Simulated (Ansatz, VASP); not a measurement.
# One calculation of Tl, two programs

```
Tl
1.0
    -1.94100    1.94100    1.89247
     1.94100   -1.94100    1.89247
     1.94100    1.94100   -1.89247
Tl
1
Direct
  0.00000 0.00000 0.00000
```

Change from the starting cell: strain +0.000 along x and y, -0.025 along z, atoms carried along.

Alike in both runs: task single point; functional PBEsol; k mesh 18 × 18 × 18; occupations gaussian, width 0.15 eV; no spin polarisation.

|  | VASP | Ansatz |
| --- | --- | --- |
| version | VASP 6.6.1 | Ansatz 0.2.0 |
| potentials or method | VASP PAW PBE potentials, release 64 (Tl_d), cutoff 520 eV | scalar-relativistic, plane waves, PAW |
| valence electrons in the cell | 13 | 13 |

|  | VASP | Ansatz | Ansatz less VASP |
| --- | --- | --- | --- |
| gap on the k mesh at the Fermi level (eV) | none | none | - |
| pressure (GPa) | 0.0 | 0.0 | +0.04 |
| traceless stress, the component that is largest in VASP (GPa) | 0.12 | 0.12 | +0.001 |

VASP's potentials were made for PBE, not for PBEsol. A gap of «none» marks a metal or a gap that the smearing closes. With one functional, cell and mesh, what is left measures potentials, basis and numerics.

Spin-orbit coupling is off throughout.
